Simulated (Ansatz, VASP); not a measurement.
Pb in VASP and in Ansatz

```
CELL_PARAMETERS angstrom
0.00000 2.50759 2.50759
2.50759 0.00000 2.50759
2.50759 2.50759 0.00000
ATOMIC_POSITIONS crystal
Pb 0.00000 0.00000 0.00000
```

Alike in both runs: task single point; functional r2SCAN; dispersion D3(BJ); k mesh 9 × 9 × 9; occupations fermi-dirac, width 0.05 eV; no spin polarisation.

```csv
,VASP,Ansatz
version,VASP 6.6.1,Ansatz 0.2.0
potentials or method,"VASP PAW PBE potentials, release 64 (Pb_d)",Ansatz PAW
plane-wave cutoff (eV),520,500
valence electrons in the cell,14,14
```

|  | VASP | Ansatz | Ansatz less VASP |
| --- | --- | --- | --- |
| gap on the k mesh at the Fermi level (eV) | none | none | - |
| pressure (GPa) | -1.7 | -1.7 | +0.01 |

VASP's potentials were made for PBE, not for r2SCAN. A gap of «none» marks a metal or a gap that the smearing closes.

Spin-orbit coupling is off throughout.
